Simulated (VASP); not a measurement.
A run of VASP 6.6.1 is set up as follows.

The input POSCAR:

```
AlN
1.0
    0.0000000000      2.0612910439      2.0612910439
    2.0612910439      0.0000000000      2.0612910439
    2.0612910439      2.0612910439      0.0000000000
Al N
1 1
Direct
    0.5000000000      0.5000000000      0.5000000000
    0.0000000000      0.0000000000      0.0000000000
```

The input INCAR.step1:

```
SYSTEM = AlN
ALGO     = Normal         ! electronic algorithm
EDIFF    = 1E-5           ! SCF threshold, eV
ENCUT    = 520            ! plane-wave cutoff, eV
GGA      = PE             ! functional
ISIF     = 2              ! what is computed and relaxed
ISMEAR   = -1             ! smearing method
LASPH    = .True.         ! aspherical terms in the spheres
LREAL    = .False.        ! projectors in reciprocal space
LWAVE    = .True.         ! write WAVECAR
NBANDS   = 11             ! bands
NELM     = 100            ! most SCF steps
PREC     = Accurate       ! precision mode
SIGMA    = 0.05           ! smearing width, eV
```

File INCAR.step2:

```
SYSTEM = AlN
ALGO     = Normal         ! electronic algorithm
EDIFF    = 1E-6           ! SCF threshold, eV
ENCUT    = 520            ! plane-wave cutoff, eV
GGA      = PE             ! functional
HFSCREEN = 0.2079         ! screening, 1/A
ISIF     = 2              ! what is computed and relaxed
ISMEAR   = -1             ! smearing method
ISTART   = 1            
LASPH    = .True.         ! aspherical terms in the spheres
LCHARG   = .True.         ! write CHGCAR
LELF     = .True.         ! ELF
LHFCALC  = .True.         ! exact exchange
LREAL    = .False.        ! projectors in reciprocal space
LVHAR    = .True.       
LWAVE    = .False.        ! write WAVECAR
NBANDS   = 11             ! bands
NELM     = 100            ! most SCF steps
PREC     = Accurate       ! precision mode
PRECFOCK = Normal       
SIGMA    = 0.05           ! smearing width, eV
```

Contents of KPOINTS:

```
k-points
0
Gamma
  6 6 6
  0 0 0
```

Potentials or basis: VASP PAW PBE potentials, release 64 (Al, N).

Command:

```bash
$ cat potpaw_PBE.64/Al/POTCAR potpaw_PBE.64/N/POTCAR > POTCAR
$ cp INCAR.step1 INCAR
$ mpirun -np 1 vasp_std > vasp.out
$ cp INCAR.step2 INCAR
$ mpirun -np 1 vasp_std > vasp.out
```

(1) What does it give for the band gap on the k mesh?

(2) Predict the pressure.

## Answers

(1) 5.37 eV (least direct gap 6.30 eV).

(2) -16.6 GPa.

Caveat: the k points lie up to 0.44 Å⁻¹ apart; the PAW data sets were made with another functional, which shifts forces and pressure a little.
